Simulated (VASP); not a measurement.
A run of VASP 6.6.1:

File INCAR:

```
  PREC = Accurate
  ENCUT = 520
  EDIFF = 1E-6
  ISMEAR = 0
  SIGMA = 0.02
  LREAL = False
  LASPH = True
  NELM = 80
  ALGO = Normal
  ISIF = 2
  LWAVE = False
  LCHARG = True
  GGA = PS
  LELF = True
  LVHAR = True
  NBANDS = 48
```

Contents of KPOINTS:

```
regular mesh
0
Gamma
  6 6 6
```

Contents of POSCAR:

```
TlAgI2
1.0
   -4.1045233254      4.1045233254      3.7824939320
    4.1045233254     -4.1045233254      3.7824939320
    4.1045233254      4.1045233254     -3.7824939320
Tl Ag I
2 2 4
Direct
    0.2500000000      0.2500000000      0.0000000000
    0.7500000000      0.7500000000      0.0000000000
    0.2500000000      0.7500000000      0.5000000000
    0.7500000000      0.2500000000      0.5000000000
    0.6809584467      0.1809584467      0.8619168934
    0.1809584467      0.3190415533      0.5000000000
    0.3190415533      0.8190415533      0.1380831066
    0.8190415533      0.6809584467      0.5000000000
```

Potentials or basis: VASP PAW PBE potentials, release 64 (Tl_d, Ag, I).

Launch:

```sh
$ cat potpaw_PBE.64/Tl_d/POTCAR potpaw_PBE.64/Ag/POTCAR potpaw_PBE.64/I/POTCAR > POTCAR
$ mpirun -np 1 vasp_std > vasp.out
```

Hardware: 1 thread of AMD EPYC 7R43 64-Core Processor (Zen 3), on a shared host.

Problem. How long does it take, and how much memory?

Solution. Wall time 8.4 min on 1 thread of AMD EPYC 7R43 64-Core Processor (Zen 3), with other jobs on the host, peak memory 0.57 GiB. Counts: scf iterations 14, k points 30.
